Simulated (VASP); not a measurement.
# Ag (Fm-3m) in VASP: a series of runs, part 2 of 2

VASP 6.6.1. The steps go on from the part before.

## (3) Single point, RPBE+D3(BJ)

This run uses another cell than the first one, of 14.20 Å³/atom, 0.833 times its volume.

Contents of INCAR:

```
SYSTEM = Ag
PREC     = Accurate       ! precision mode
ENCUT    = 520            ! plane-wave cutoff, eV
EDIFF    = 1E-7           ! SCF threshold, eV
ISMEAR   = -1             ! smearing method
SIGMA    = 0.05           ! smearing width, eV
LREAL    = .FALSE.        ! projectors in reciprocal space
LASPH    = .TRUE.         ! aspherical terms in the spheres
NELM     = 80             ! most SCF steps
ALGO     = Normal         ! electronic algorithm
ISIF     = 2              ! what is computed and relaxed
LWAVE    = .FALSE.        ! write WAVECAR
LCHARG   = .FALSE.        ! write CHGCAR
GGA      = RP             ! functional
IVDW     = 12             ! dispersion correction
NBANDS   = 12             ! bands
```

Contents of KPOINTS:

```
Automatic mesh
0
G
  11 11 11
  0 0 0
```

Contents of POSCAR:

```
Ag
1.0
    0.0000000000      1.9219450598      1.9219450598
    1.9219450598      0.0000000000      1.9219450598
    1.9219450598      1.9219450598      0.0000000000
Ag
1
Direct
    0.0000000000      0.0000000000      0.0000000000
```

Potentials or basis: VASP PAW PBE potentials, release 64 (Ag).

Command:

```console
$ cat potpaw_PBE.64/Ag/POTCAR > POTCAR
$ mpirun -np 1 vasp_std > vasp.out
```

OUTCAR:

```text
SYSTEM = Ag
   PREC = Accurate
   ENCUT = 520
   EDIFF = 1E-7
   ISMEAR = -1
   LREAL = .FALSE.
   LASPH = .TRUE.
   NELM = 80
   ISIF = 2
   GGA = RP
   IVDW = 12
 IVDW          = 12

 ion  position               nearest neighbor table
   1  0.000  0.000  0.000-

  LATTYP: Found a face centered cubic cell.
 ALAT       =     3.8438901196

  Lattice vectors:

 A1 = (   0.0000000000,   1.9219450598,   1.9219450598)
 A2 = (   1.9219450598,   0.0000000000,   1.9219450598)
 A3 = (   1.9219450598,   1.9219450598,   0.0000000000)

Analysis of symmetry for initial positions (statically):
=====================================================================
 Subroutine PRICEL returns:
 Original cell was already a primitive cell.

 Routine SETGRP: Setting up the symmetry group for a
 face centered cubic supercell.

 Subroutine GETGRP returns: Found 48 space group operations
 (whereof 48 operations were pure point group operations)
 out of a pool of 48 trial point group operations.

The static configuration has the point symmetry O_h .

Analysis of symmetry for dynamics (positions and initial velocities):
[... 166 lines left out ...]
      2       5.7853      2.00000
      3       5.7853      2.00000
      4       5.7853      2.00000
      5       7.2039      2.00000
      6       7.2039      2.00000
      7      27.6531      0.00000
      8      32.3603      0.00000
      9      32.3603      0.00000
     10      32.3603      0.00000
     11      37.6430      0.00000
     12      40.3297      0.00000
[... 331 lines left out ...]
 k-point    24 :      -0.1818    0.1818    0.0000
  band No.  band energies     occupation
      1       4.5435      2.00000
      2       5.2133      2.00000
      3       6.0276      2.00000
      4       6.6101      2.00000
      5       6.6448      2.00000
      6       8.6403      2.00000
      7      24.7268      0.00000
      8      25.3879      0.00000
      9      31.4078      0.00000
     10      33.0275      0.00000
     11      35.0057      0.00000
     12      39.3661      0.00000

 [... further k-points ...]

------------------------ aborting loop because EDIFF is reached ----------------------------------------

 Edisp (eV)   -3.65775

 E8    (eV) :    -2.3935

  FORCE on cell =-STRESS in cart. coord.  units (eV):
  Direction    XX          YY          ZZ          XY          YZ          ZX
  --------------------------------------------------------------------------------------
  -------------------------------------------------------------------------------------
  Total      -0.03478    -0.03478    -0.03478    -0.00000    -0.00000     0.00000
  in kB      -3.92401    -3.92401    -3.92401    -0.00000    -0.00000     0.00000
  external pressure =       -3.92 kB  Pullay stress =        0.00 kB

 VOLUME and BASIS-vectors are now :
 -----------------------------------------------------------------------------
  energy-cutoff  :      520.00
  volume of cell :       14.20
      direct lattice vectors                 reciprocal lattice vectors
     0.000000000  1.921945060  1.921945060    -0.260153118  0.260153118  0.260153118
     1.921945060  0.000000000  1.921945060     0.260153118 -0.260153118  0.260153118
     1.921945060  1.921945060  0.000000000     0.260153118  0.260153118 -0.260153118

 POSITION                                       TOTAL-FORCE (eV/Angst)
 -----------------------------------------------------------------------------------
      0.00000      0.00000      0.00000         0.000000     -0.000000      0.000000
 -----------------------------------------------------------------------------------
    total drift:                                0.000000      0.000000      0.000000

  FREE ENERGIE OF THE ION-ELECTRON SYSTEM (eV)
  ---------------------------------------------------
  free  energy   TOTEN  =        -5.4057142261 eV

  energy  without entropy=       -5.4045211601  energy(sigma->0) =       -5.40511769
```

OSZICAR:

```text
N       E                     dE             d eps       ncg     rms          rms(c)
DAV:   1     0.529466792722E+02    0.52947E+02   -0.55871E+03  1352   0.853E+02
DAV:   2    -0.122482169939E+01   -0.54172E+02   -0.51751E+02  1568   0.204E+02
DAV:   3    -0.199470943962E+01   -0.76989E+00   -0.76958E+00  1580   0.250E+01
DAV:   4    -0.199698061511E+01   -0.22712E-02   -0.22711E-02  1568   0.140E+00
DAV:   5    -0.199699566058E+01   -0.15045E-04   -0.15045E-04  1580   0.991E-02    0.871E+00
DAV:   6    -0.177102338620E+01    0.22597E+00   -0.67169E-01  1524   0.780E+00    0.530E+00
DAV:   7    -0.175180955397E+01    0.19214E-01   -0.34324E-02  1568   0.178E+00    0.246E+00
DAV:   8    -0.174795064344E+01    0.38589E-02   -0.12578E-03  1504   0.293E-01    0.145E-01
DAV:   9    -0.174795403063E+01   -0.33872E-05   -0.76413E-06  1576   0.250E-02    0.294E-02
DAV:  10    -0.174796166432E+01   -0.76337E-05   -0.47197E-06  1564   0.205E-02    0.790E-03
DAV:  11    -0.174796095509E+01    0.70922E-06   -0.87875E-08  1556   0.250E-03    0.607E-04
DAV:  12    -0.174796087784E+01    0.77254E-07   -0.50396E-09   868   0.699E-04
   1 F= -.54057142E+01 E0= -.54051177E+01  d E =-.119307E-02
```

stdout:

```text
POSCAR found type information on POSCAR Ag
 POSCAR found :  1 types and       1 ions
 scaLAPACK will be used
 -----------------------------------------------------------------------------
|                                                                             |
|                                                                             |
|     You enforced a specific xc type in the INCAR file but a different       |
|     I HOPE YOU KNOW WHAT YOU ARE DOING!                                     |
|                                                                             |
 -----------------------------------------------------------------------------

 LDA part: xc-table for (Slater+PW92), standard interpolation
 POSCAR, INCAR and KPOINTS ok, starting setup
 FFT: planning ... GRIDC
 FFT: planning ... GRID_SOFT
 FFT: planning ... GRID
 WAVECAR not read
 entering main loop
```

It took 3.9 s on 1 thread of Intel Xeon 6975P-C (Granite Rapids), shared host; peak memory 0.13 GiB.

What came out:

```yaml
Free_energy: -5.4057 eV
Pressure: -0.4 GPa
Dispersion_energy_per_atom: -3.658 eV
```

Levels at points of the mesh, in eV from the Fermi level:
| k point | band 4 | band 5 | band 6 | band 7 | band 8 | band 9 |
| --- | --- | --- | --- | --- | --- | --- |
| (0.00, 0.00, 0.00) | -5.78 | -4.36 | -4.36 | 16.09 | 20.80 | 20.80 |

Caveat: the PAW data sets were made with another functional, which shifts forces and pressure a little; pairwise dispersion overbinds metals, which lowers pressure and volume.

## (4) Single point, PBE

Contents of INCAR:

```
PREC = Accurate
ENCUT = 520
EDIFF = 1E-6
ISMEAR = 0
SIGMA = 0.013000000000000001
LREAL = False
LASPH = True
NELM = 60
ALGO = Normal
ISIF = 2
LWAVE = False
LCHARG = False
GGA = PE
NBANDS = 12
```

Contents of KPOINTS:

```
regular mesh
0
Gamma
  11 11 11
```

Contents of POSCAR:

```
Ag
1.0
    0.0000000000      2.0427500000      2.0427500000
    2.0427500000      0.0000000000      2.0427500000
    2.0427500000      2.0427500000      0.0000000000
Ag
1
Direct
    0.0000000000      0.0000000000      0.0000000000
```

Command:

```console
$ cat potpaw_PBE.64/Ag/POTCAR > POTCAR
$ mpirun -np 1 vasp_std > vasp.out
```

Run time: 3.9 s. Hardware: 1 thread of Intel Xeon 6975P-C (Granite Rapids), shared host; peak memory 0.14 GiB.

It converged, with:

```
Free energy : -2.7092 eV
Pressure    : 4.1 GPa
```

Levels at points of the mesh, in eV from the Fermi level:
```csv
k point,band 2,band 3,band 4,band 5,band 6,band 7,band 8,band 9,band 10,band 11
"(0.00, 0.00, 0.00)",-5.10,-5.10,-5.10,-4.07,-4.07,15.74,19.32,19.32,19.32,24.13
```

## (5) Single point, PBE

Contents of INCAR:

```
PREC = Accurate
ENCUT = 520
EDIFF = 1E-6
ISMEAR = 0
SIGMA = 0.027000000000000003
LREAL = F
LASPH = T
NELM = 60
ALGO = Normal
ISIF = 2
LWAVE = F
LCHARG = F
GGA = PE
NBANDS = 12
```

Contents of KPOINTS:

```
Automatic mesh
0
Gamma
  11 11 11
```

POSCAR is that of step 4.

Command:

```console
$ cat potpaw_PBE.64/Ag/POTCAR > POTCAR
$ mpirun -np 1 vasp_std > vasp.out
```

Run time: 3.9 s. Hardware: 1 thread of Intel Xeon 6975P-C (Granite Rapids), shared host; peak memory 0.14 GiB.

It converged, with:

| Quantity | Value |
| --- | --- |
| Free energy | -2.7092 eV |
| Pressure | 4.1 GPa |

Levels at points of the mesh, in eV from the Fermi level:
```csv
k point,band 3,band 4,band 5,band 6,band 7,band 8,band 9,band 10
"(0.00, 0.00, 0.00)",-5.08,-5.08,-4.05,-4.05,15.76,19.34,19.34,19.34
```

## (6) Summary

| level | cell | k mesh | smearing | gap on the mesh (eV) | pressure (GPa) |
| --- | --- | --- | --- | --- | --- |
| PBE | a = 2.889 Å, angles 60.0°, 1 atom | 7 × 7 × 7 | fermi-dirac 0.04 eV | none | 4.2 |
| RPBE+D3(BJ) | a = 2.718 Å, angles 60.0°, 1 atom | 11 × 11 × 11 | fermi-dirac 0.05 eV | none | -0.4 |
| PBE | a = 2.889 Å, angles 60.0°, 1 atom | 11 × 11 × 11 | gaussian 0.013 eV | none | 4.1 |
| PBE | a = 2.889 Å, angles 60.0°, 1 atom | 11 × 11 × 11 | gaussian 0.027 eV | none | 4.1 |

Alike in all rows: task single point; potentials or basis VASP PAW PBE potentials, release 64 (Ag); no spin polarisation; cutoff (eV) 520.

Caveats: some runs use coarse meshes; the PAW data sets were made with another functional, which shifts forces and pressure a little (some runs); pairwise dispersion overbinds metals, which lowers pressure and volume (some runs).

Absolute energies hang on the potentials; compare differences alone.
